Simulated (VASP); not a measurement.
SrO:

```
Sr O
1.0
     0.00000    2.56630    2.56630
     2.56630    0.00000    2.56630
     2.56630    2.56630    0.00000
Sr O
1 1
Direct
  0.50000 0.50000 0.50000
  0.00000 0.00000 0.00000
```

| Property | Result |
| --- | --- |
| Program | VASP 6.6.1 |
| Task | relaxation of cell and atoms |
| Functional | LDA |
| Potentials or basis | VASP PAW LDA potentials, release 64 (Sr_sv, O) |
| Cutoff | 600 eV |
| k mesh | 10 × 10 × 10 |
| Occupations | fermi-dirac, width 0.02 eV |
| Spin | no spin polarisation |

At the start: pressure -3.2 GPa; volume 16.90 Å³/atom.

**Question.** How do energy, volume and symmetry change on relaxing?

**Answer.** Over 3 steps the energy falls by 5.8 meV/atom and the volume is 16.34 Å³/atom (-3.3 %); space group Fm-3m (No. 225, to 0.1 Å) before and after.

The path:
```tsv
step	energy change (eV)	largest force (eV/Å)	pressure (GPa)	volume (Å³)
1	0.0000	0.0000	-3.22	33.80
2	-0.0088	0.0000	1.74	32.17
3	-0.0116	0.0000	0.00	32.69
```

Final structure:
```xyz
2
Lattice="0.0000 2.5378 2.5378 2.5378 0.0000 2.5378 2.5378 2.5378 0.0000" Properties=species:S:1:pos:R:3 pbc="T T T"
Sr    2.5378    2.5378    2.5378
O     0.0000    0.0000    0.0000
```
